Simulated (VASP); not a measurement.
# InGeP2S7 (P1) in VASP: single point with r2SCAN

Aim: the single point of InGeP2S7 with r2SCAN.

Program: VASP 6.6.1. These are calculated values, not measurements. Logs are shortened: lines on timing, memory, paths and dates and some standing lists are left out, and cuts for length are marked.

## (1) The cell of the first run

The typed cell holds 11 atoms: a = 6.516 Å, b = 6.462 Å, c = 6.169 Å, α = 85.05°, β = 84.54°, γ = 97.77°.

## (2) Single point, r2SCAN

The input, POSCAR:

```
InGeP2S7
1.0
    4.2872680000      4.9070490000      0.0233350000
    4.2463370000     -4.8711190000      0.0481940000
    0.9024180000      0.0195730000     -6.1029350000
S Ge P In
7 1 2 1
Direct
    0.7079720000      0.6191760000      0.2897640000
    0.3709090000      0.2866810000      0.7011030000
    0.9024820000      0.5115770000      0.8164130000
    0.4908360000      0.1131750000      0.1678170000
    0.0449790000      0.9572610000      0.9908620000
    0.1774370000      0.5371450000      0.2490920000
    0.4654270000      0.8258910000      0.7450440000
    0.9134360000      0.0787250000      0.4990210000
    0.9620550000      0.6466390000      0.0927020000
    0.3573240000      0.0504500000      0.9051070000
    0.5060050000      0.4960970000      0.0022840000
```

The input, INCAR.step1:

```
SYSTEM = InGeP2S7
ALGO = Normal
EDIFF = 1E-5
ENCUT = 550
GGA = PE
GGA_COMPAT = .FALSE.
ISMEAR = -1
LASPH = .TRUE.
LCHARG = .FALSE.
LREAL = .FALSE.
LWAVE = .TRUE.
NBANDS = 50
NELM = 120
PREC = Accurate
SIGMA = 0.1
```

The input, INCAR.step2:

```
SYSTEM = InGeP2S7
ALGO = Normal
EDIFF = 1E-6
ENCUT = 550
GGA_COMPAT = .FALSE.
ISIF = 2
ISMEAR = -1
ISTART = 1
LASPH = .TRUE.
LCHARG = .FALSE.
LMIXTAU = .TRUE.
LREAL = .FALSE.
LWAVE = .FALSE.
METAGGA = R2SCAN
NBANDS = 50
NELM = 120
PREC = Accurate
SIGMA = 0.1
```

The input, KPOINTS:

```
k-points
0
G
  3 3 3
  0 0 0
```

Potentials or basis: VASP PAW PBE potentials, release 64 (S, Ge_d, P, In_d).

Started as:

```bash
$ cat potpaw_PBE.64/S/POTCAR potpaw_PBE.64/Ge_d/POTCAR potpaw_PBE.64/P/POTCAR potpaw_PBE.64/In_d/POTCAR > POTCAR
$ cp INCAR.step1 INCAR
$ mpirun -np 1 vasp_std > vasp.out
$ cp INCAR.step2 INCAR
$ mpirun -np 1 vasp_std > vasp.out
```

OUTCAR:

```text
SYSTEM = InGeP2S7
   EDIFF = 1E-6
   ENCUT = 550
   ISIF = 2
   ISMEAR = -1
   ISTART = 1
   LASPH = .TRUE.
   LREAL = .FALSE.
   METAGGA = R2SCAN
   NELM = 120
   PREC = Accurate

 ion  position               nearest neighbor table
   1  0.708  0.619  0.290-   9 1.94  11 2.43
   2  0.371  0.287  0.701-  10 1.88  11 2.55
   3  0.902  0.512  0.816-   9 2.03  11 2.71
   4  0.491  0.113  0.168-  10 1.96  11 2.58
   5  0.045  0.957  0.991-   9 2.03  10 2.05
   6  0.177  0.537  0.249-   9 1.95  11 2.56
   7  0.465  0.826  0.745-  10 1.99  11 2.60
   8  0.913  0.079  0.499-
   9  0.962  0.647  0.093-   1 1.94   6 1.95   3 2.03   5 2.03  11 3.12
  10  0.357  0.050  0.905-   2 1.88   4 1.96   7 1.99   5 2.05  11 3.04
  11  0.506  0.496  0.002-   1 2.43   2 2.55   6 2.56   4 2.58   7 2.60   3 2.71  10 3.04   9 3.12

  LATTYP: Found a triclinic cell.
 ALAT       =     9.3896741834
 B/A-ratio  =     0.6570327943
 C/A-ratio  =     1.0413870679
 COS(alpha) =     0.0062997968
 COS(beta)  =     0.5286384092
 COS(gamma) =     0.7230206652

  Lattice vectors:

 A1 = (   5.1896860000,   4.9266220000,  -6.0796000000)
 A2 = (   0.9024180000,   0.0195730000,  -6.1029350000)
 A3 = (   0.0409310000,   9.7781680000,  -0.0248590000)

Analysis of symmetry for initial positions (statically):
=====================================================================
 Subroutine PRICEL returns:
 Original cell was already a primitive cell.

 Routine SETGRP: Setting up the symmetry group for a
 triclinic supercell.

 Subroutine GETGRP returns: Found  1 space group operations
 (whereof  1 operations were pure point group operations)
 out of a pool of  2 trial point group operations.

The static configuration has the point symmetry C_1 .

Analysis of symmetry for dynamics (positions and initial velocities):
=====================================================================
 Subroutine PRICEL returns:
 Original cell was already a primitive cell.

 Routine SETGRP: Setting up the symmetry group for a
 triclinic supercell.

 Subroutine GETGRP returns: Found  1 space group operations
 (whereof  1 operations were pure point group operations)
 out of a pool of  2 trial point group operations.

The dynamic configuration has the point symmetry C_1 .

 Subroutine INISYM returns: Found  1 space group operations
 (whereof  1 operations are pure point group operations),
 and found     1 'primitive' translations
[... 109 lines left out ...]
   ISYM   =      2    0-nonsym 1-usesym 2-fastsym
   POTIM  = 0.5000    time-step for ionic-motion
   TEBEG  =    0.0;   TEEND  =   0.0 temperature during run
   PSTRESS=    0.0 pullay stress
   NELECT =      79.0000    total number of electrons
   NUPDOWN=      -1.0000    fix difference up-down
   EMIN   =  10.00;   EMAX   =-10.00  energy-range for DOS
   EFERMI =   0.00;   METHOD = LEGACY
   ISMEAR =    -1;   SIGMA  =   0.10  broadening in eV -4-tet -1-fermi 0-gaus
   EFERMI_NEDOS =   21; number of points for ismear=-14 and -15
   IALGO  =     38    algorithm
   IMIX   =      4    mixing-type and parameters
     AMIX     =   0.40;   BMIX     =  1.00
     AMIX_MAG =   1.60;   BMIX_MAG =  1.00
  volume/ion in A,a.u.               =      23.18       156.40
  Fermi-wavevector in a.u.,A,eV,Ry     =   1.107835  2.093505 16.698412  1.227299
  Thomas-Fermi vector in A             =   2.244355
   LORBIT       =      0    0 simple, 1 ext, 2 COOP (PROOUT), +10 PAW based schemes
   METAGGA = R2SCAN    functional components
   LHFCALC =     F    Hartree Fock is set to
   AEXX    =    0.0000 exact exchange contribution
   IVDW    =     0    specifies the selected vdW correction
   LEPSILON=     F    determine dielectric tensor
   LRPA    =     F    only Hartree local field effects (RPA)
 non-spin polarized calculation
  energy-cutoff  :      550.00
  volume of cell :      254.93
 maximum number of plane-waves:      7487
 NGX is ok and might be reduce to    50
   NGX = 25   NGY = 25   NGZ = 23

 number of electron      78.9999998 magnetization

 Free energy of the ion-electron system (eV)
  ---------------------------------------------------
  ext. energy  EPLUGINS =         0.00000000
  ---------------------------------------------------
  free energy    TOTEN  =      -111.23525431 eV

  energy without entropy =     -111.10133255  energy(sigma->0) =     -111.16829343

 E-fermi :   4.6494     XC(G=0):  -9.5008

 val. band max:        4.6466833655   @ k =   0.3333   0.3333   0.0000
 cond. band min:       4.6557332553   @ k =  -0.3333  -0.0000   0.3333
 fundamental gap:      0.0090498897
 Fermi energy:         4.6494086968

 k-point     1 :       0.0000    0.0000    0.0000
  band No.  band energies     occupation
      1     -22.4896      2.00000
      2     -22.4893      2.00000
      3     -22.3513      2.00000
      4     -22.3365      2.00000
      5     -22.2937      2.00000
      6     -14.1789      2.00000
[... 731 lines left out ...]
     49       8.8319      0.00000
     50       9.2354      0.00000

------------------------ aborting loop because EDIFF is reached ----------------------------------------

  FORCE on cell =-STRESS in cart. coord.  units (eV):
  Direction    XX          YY          ZZ          XY          YZ          ZX
  --------------------------------------------------------------------------------------
  -------------------------------------------------------------------------------------
  Total        9.4606780     11.1805349      8.8528137     -0.7933513     -2.0722808      0.2499785
  in kB       59.4575034     70.2662842     55.6372597     -4.9859736    -13.0236591      1.5710393
  external PRESSURE =      61.7870158 kB  Pullay stress =       0.0000000 kB

 VOLUME and BASIS-vectors are now :
 -----------------------------------------------------------------------------
  energy-cutoff  :      550.00
  volume of cell :      254.93
      direct lattice vectors                 reciprocal lattice vectors
     4.287268000  4.907049000  0.023335000     0.116607780  0.101825196  0.017568921
     4.246337000 -4.871119000  0.048194000     0.117473413 -0.102717062  0.017040922
     0.902418000  0.019573000 -6.102935000     0.001373529 -0.000421806 -0.163653842

 POSITION                                       TOTAL-FORCE (eV/Angst)
 -----------------------------------------------------------------------------------
      5.92598      0.46364     -1.72205         0.303374     -1.194848     -2.184679
      3.44022      0.43733     -4.25631         1.059085     -2.170621      2.553609
      6.77826      1.95255     -4.93680        -0.220725     -0.180567      0.020967
      2.73637      1.86055     -1.00727         0.402694      0.394045     -1.206166
      5.15186     -4.42282     -5.99998         0.022994     -2.739413     -0.117305
      3.26640     -1.74093     -1.49016         0.121347      1.051167     -1.351158
      6.17476     -1.72456     -4.49629         0.063984      0.972715      0.810974
      4.70076      4.10856     -3.02038        -0.077800      0.097383     -0.143387
      6.95409      1.57281     -0.51214        -0.893410      1.506625      1.890479
      2.56296      1.52537     -5.51304        -0.849487      2.580179     -1.147354
      4.27804      0.06649      0.02178         0.067945     -0.316664      0.874020
 -----------------------------------------------------------------------------------
    total drift:                               -0.001143     -0.006508     -0.003354

  FREE ENERGIE OF THE ION-ELECTRON SYSTEM (eV)
  ---------------------------------------------------
  free  energy   TOTEN  =      -111.2352543070 eV

  energy  without entropy=     -111.1013325524  energy(sigma->0) =     -111.16829343
```

OUTCAR.step1:

```text
SYSTEM = InGeP2S7
   EDIFF = 1E-5
   ENCUT = 550
   GGA = PE
   ISMEAR = -1
   LASPH = .TRUE.
   LREAL = .FALSE.
   NELM = 120
[... 988 lines left out ...]
      6.95409      1.57281     -0.51214        -0.804508      1.436334      1.909957
      2.56296      1.52537     -5.51304        -0.914509      2.528058     -1.226721
      4.27804      0.06649      0.02178         0.065138     -0.303009      0.865721
 -----------------------------------------------------------------------------------
    total drift:                               -0.001359     -0.000780     -0.000616

  FREE ENERGIE OF THE ION-ELECTRON SYSTEM (eV)
  ---------------------------------------------------
  free  energy   TOTEN  =       -46.4149057696 eV

  energy  without entropy=      -46.2709475058  energy(sigma->0) =      -46.34292664
```

OSZICAR.step1:

```text
N       E                     dE             d eps       ncg     rms          rms(c)
DAV:   1     0.779952332327E+03    0.77995E+03   -0.34358E+04  1750   0.203E+03
DAV:   2     0.886803875525E+02   -0.69127E+03   -0.66000E+03  1522   0.601E+02
DAV:   3    -0.399796776625E+02   -0.12866E+03   -0.12384E+03  1784   0.179E+02
DAV:   4    -0.484854575926E+02   -0.85058E+01   -0.84006E+01  1696   0.529E+01
DAV:   5    -0.489133239402E+02   -0.42787E+00   -0.42595E+00  2136   0.114E+01    0.301E+01
DAV:   6    -0.465409477995E+02    0.23724E+01   -0.36406E+00  2208   0.162E+01    0.172E+01
DAV:   7    -0.464403436720E+02    0.10060E+00   -0.24788E+00  2200   0.105E+01    0.492E+00
DAV:   8    -0.464139429747E+02    0.26401E-01   -0.41374E-01  2112   0.457E+00    0.269E+00
DAV:   9    -0.464152768655E+02   -0.13339E-02   -0.26344E-02  1688   0.809E-01    0.142E+00
DAV:  10    -0.464149951171E+02    0.28175E-03   -0.55252E-03  1928   0.414E-01    0.429E-01
DAV:  11    -0.464149184121E+02    0.76705E-04   -0.13443E-03  2024   0.233E-01    0.212E-01
DAV:  12    -0.464148915233E+02    0.26889E-04   -0.24582E-04  1984   0.795E-02    0.762E-02
DAV:  13    -0.464149047448E+02   -0.13221E-04   -0.64242E-05  1680   0.407E-02    0.263E-02
DAV:  14    -0.464149057696E+02   -0.10248E-05   -0.46757E-06  1096   0.135E-02
   1 F= -.46414906E+02 E0= -.46342927E+02  d E =-.143958E+00
```

Wall time 15 min (1 thread of AMD EPYC 7R43 (Zen 3), shared host); peak memory 0.44 GiB.

Results:

- Free energy: -111.2353 eV
- Pressure: 6.2 GPa
- Largest force: 3.515 eV/Å
- Band gap on the k mesh: zero (an odd number of electrons rules out a gap without spin polarisation)

Forces on the atoms (eV/Å):
```
S    0.303 -1.195 -2.185
S    1.059 -2.171  2.554
S   -0.221 -0.181  0.021
S    0.403  0.394 -1.206
S    0.023 -2.739 -0.117
S    0.121  1.051 -1.351
S    0.064  0.973  0.811
Ge  -0.078  0.097 -0.143
P   -0.893  1.507  1.890
P   -0.849  2.580 -1.147
In   0.068 -0.317  0.874
```

Levels at points of the mesh, in eV from the Fermi level:
```
           k point  band 37  band 38  band 39  band 40  band 41  band 42
(0.00, 0.00, 0.00)    -2.15    -1.96    -1.63    -0.19     0.48     1.19
```

Caveat: the cell stands under pressure; the PAW data sets were made with another functional, which shifts forces and pressure a little; spin-orbit coupling is left out, which moves the levels of the heavy elements.
